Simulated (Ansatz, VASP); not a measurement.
## One calculation of MgO, two programs

File INCAR:

```
SYSTEM = MgO
PREC = Accurate
ENCUT = 520
EDIFF = 1E-7
ISMEAR = 0
SIGMA = 0.02
LREAL = .False.
LASPH = .True.
NELM = 120
ALGO = Normal
ISIF = 2
LWAVE = .False.
LCHARG = .False.
GGA = CA
IBRION = 2
NSW = 60
EDIFFG = -0.002
GGA_COMPAT = .False.
NELMIN = 4
```

File KPOINTS:

```
regular mesh
0
Gamma
  8 8 8
  0 0 0
```

POSCAR

```
MgO
1.0
    0.0000000000      2.0595237678      2.0930819257
    2.0595237678      0.0000000000      2.0930819257
    2.0595237678      2.0595237678      0.0000000000
Mg O
1 1
Direct
    0.0000000000      0.0000000000      0.0000000000
    0.5000000000      0.5000000000      0.5000000000
```

Input for Ansatz:

```yaml
crystal:
  lattice:
    - [0.0, 2.0595237678, 2.0930819257]
    - [2.0595237678, 0.0, 2.0930819257]
    - [2.0595237678, 2.0595237678, 0.0]
  atoms:
    - { symbol: Mg, position: [0.0, 0.0, 0.0] }
    - { symbol: O, position: [0.5, 0.5, 0.5] }
basis:
  ecutwfc: 420
kpoints:
  mp_grid: { grid: [8, 8, 8] }
hamiltonian:
  xc: lda
  pseudopotentials: { kind: paw, azcp: { folder: soft_1 } }
scf:
  occupations: { method: gaussian, width: 0.02 }
output:
  forces: true
  stress: true
  eigenvalues: true
relax:
  adjacent_minimum: "off"
  f_tol: 0.002
  max_steps: 40
```

Change from the starting cell: strained cell.

Alike in both runs: task relaxation of the atoms; functional LDA; k mesh 8 × 8 × 8; occupations gaussian, width 0.02 eV; no spin polarisation.

|  | VASP | Ansatz |
| --- | --- | --- |
| version | VASP 6.6.1 | Ansatz 0.2.0 |
| potentials or method | VASP PAW LDA potentials, release 64 (Mg, O), cutoff 520 eV | scalar-relativistic, plane waves, PAW |
| valence electrons in the cell | 8 | 16 |

|  | VASP | Ansatz | Ansatz less VASP |
| --- | --- | --- | --- |
| gap on the k mesh at the Fermi level, each at its own relaxed structure (eV) | 5.14 | 5.15 | +0.004 |

Ansatz warns that its potentials were made for another functional, while VASP's fit it. LDA's correlation is that of Perdew and Zunger in VASP and of Perdew and Wang (1992) in Ansatz. VASP's potentials hold 8 valence electrons a cell and Ansatz's 16, so a difference there can come from the potentials and not from the codes. Ansatz's warnings: stress scf threshold loose.

Noted on VASP's run: the relaxation stopped at its first step, so nothing moved.
